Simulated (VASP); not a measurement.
Input of a VASP 6.6.1 run:

Contents of INCAR:

```
PREC = Accurate ; ENCUT = 520
EDIFF = 1E-6 ; ISMEAR = 0
SIGMA = 0.15 ; LREAL = F
LASPH = T ; NELM = 100
ALGO = Fast ; ISIF = 2
LWAVE = F ; LCHARG = F
NBANDS = 14
```

KPOINTS

```
regular mesh
0
Gamma
  16 16 16
```

The input POSCAR:

```
TiAl
1.0
    3.3062265600      0.0000000000      0.0000000000
    0.0000000000      3.3062265600      0.0000000000
    0.0000000000      0.0000000000      3.0519014400
Ti Al
1 1
Direct
    0.0000000000      0.0000000000      0.0000000000
    0.5000000000      0.5000000000      0.5000000000
```

Potentials or basis: VASP PAW LDA potentials, release 64 (Ti_sv, Al).

Run with:

```sh
$ cat potpaw_LDA.64/Ti_sv/POTCAR potpaw_LDA.64/Al/POTCAR > POTCAR
$ mpirun -np 1 vasp_std > vasp.out
```

What does it give for the pressure?

-9.0 GPa.

Stress tensor (GPa, compression positive):
```
 -8.27   0.00   0.00
  0.00  -8.27   0.00
  0.00   0.00 -10.59
```

Caveat: the cell differs from its parent crystal (strain +0.040 along x and y, -0.040 along z).
